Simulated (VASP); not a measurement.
Input of a VASP 6.6.1 run:

File INCAR:

```
SYSTEM = Ag
PREC = Accurate
ENCUT = 520
EDIFF = 1E-6
ISMEAR = -1
SIGMA = 0.05
LREAL = .FALSE.
LASPH = .TRUE.
NELM = 60
ALGO = Normal
ISIF = 2
LWAVE = .FALSE.
LCHARG = .FALSE.
GGA = PS
NBANDS = 18
```

The input KPOINTS:

```
regular mesh
0
G
  15 15 8
  0 0 0
```

The input POSCAR:

```
Ag
1.0
    2.6318342970      0.0000000000      0.0000000000
   -1.3159171485      2.2792353597      0.0000000000
    0.0000000000      0.0000000000      4.3353292927
Ag
2
Direct
    0.3333333333      0.6666666667      0.2500000000
    0.6666666667      0.3333333333      0.7500000000
```

Potentials or basis: VASP PAW PBE potentials, release 64 (Ag).

Command:

```sh
$ cat potpaw_PBE.64/Ag/POTCAR > POTCAR
$ mpirun -np 1 vasp_std > vasp.out
```

(1) Estimate the pressure.

(2) What does it give for the band gap on the k mesh?

## Answers

(1) 58.3 GPa.

(2) zero (bands 11 and 12 overlap by 8.82 eV).

Caveat: the cell stands under pressure; the PAW data sets were made with another functional, which shifts forces and pressure a little.
